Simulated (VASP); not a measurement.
Wanted: the native input for a VASP 6.6.1 run.

| Quantity | Value |
| --- | --- |
| Task | single point |
| Functional | PBE |
| Potentials or basis | VASP PAW PBE potentials, release 64 (Na_pv) |
| Cutoff | 520 eV |
| k mesh | 13 × 13 × 7 |
| Occupations | fermi-dirac, width 0.05 eV |
| Spin | no spin polarisation |
| Dipole correction | no |
| Further INCAR settings | ALGO = Normal; EDIFF = 1e-07; NBANDS = 14 |

The structure of Na lies in POSCAR:

```
Na
1.0
    3.7293309876      0.0000000000      0.0000000000
   -1.8646654938      3.2296953744      0.0000000000
    0.0000000000      0.0000000000      6.1540000000
Na
2
Direct
    0.3333333333      0.6666666667      0.2500000000
    0.6666666667      0.3333333333      0.7500000000
```

This cell differs from its parent crystal: equal xx and yy strain of -1 %.

The input as run:

INCAR

```
PREC = Accurate
ENCUT = 520
EDIFF = 1E-7
ISMEAR = -1
SIGMA = 0.05
LREAL = False
LASPH = True
NELM = 100
ALGO = Normal
ISIF = 2
LWAVE = False
LCHARG = False
GGA = PE
NBANDS = 14
```

KPOINTS

```
Automatic mesh
0
Gamma
  13 13 7
```

Potentials or basis: VASP PAW PBE potentials, release 64 (Na_pv).

Command:

```bash
$ cat potpaw_PBE.64/Na_pv/POTCAR > POTCAR
$ mpirun -np 1 vasp_std > vasp.out
```

It gave:

```yaml
Pressure: 0.0 GPa
Band_gap_on_the_k_mesh: zero (band 7 reaches 1.78 eV, above the bottom of band 8 at -1.62 eV)
```

Caveat: the cell differs from its parent crystal (equal xx and yy strain of -1 %).

Run time: 28 s on 1 thread of Intel(R) Xeon(R) 6975P-C (Granite Rapids) (shared host), peak memory 0.2 GiB.
